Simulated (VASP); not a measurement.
Runs of VASP 6.6.1 on CdS. The structure is hexagonal, space group P6_3/mmc (No. 194). The conventional cell has a = 3.841 Å, b = 3.841 Å, c = 6.445 Å, α = 90.00°, β = 90.00°, γ = 120.00°. Cd (site symmetry -3m) has 6 S at 2.74 Å and 2 Cd at 3.22 Å within 3.6 Å. Within 3.6 Å of S (site symmetry -6m2) lie 6 Cd at 2.74 Å. 

```csv
level,potentials or basis,k mesh,grid for exact exchange (PRECFOCK),screening parameter,gap on the mesh (eV),pressure (GPa)
LDA,"VASP PAW LDA potentials, release 64 (Cd, S)",6 × 6 × 2,-,-,(b),-4.3
HSE06,"VASP PAW PBE potentials, release 64 (Cd, S)",6 × 6 × 2,Normal,0.2079 1/Å,(a),0.3
r2SCAN,"VASP PAW PBE potentials, release 64 (Cd, S)",6 × 6 × 2,-,-,1.24,0.5
PBE,"VASP PAW PBE potentials, release 64 (Cd, S)",6 × 6 × 2,-,-,0.63,2.2
PBE,"VASP PAW PBE potentials, release 64 (Cd, S)",6 × 6 × 4,-,-,0.63,2.2
```

Alike in all rows: task single point; no spin polarisation; cell as given; cutoff (eV) 520; smearing gaussian 0.01 eV.

Q: Fill in the values left out.

A: (a) 1.64; (b) 0.40.

Caveats: some runs use coarse meshes; the PAW data sets were made with another functional, which shifts forces and pressure a little (some runs).

A k mesh can miss the band edges, and the runs leave out spin-orbit coupling on Cd.
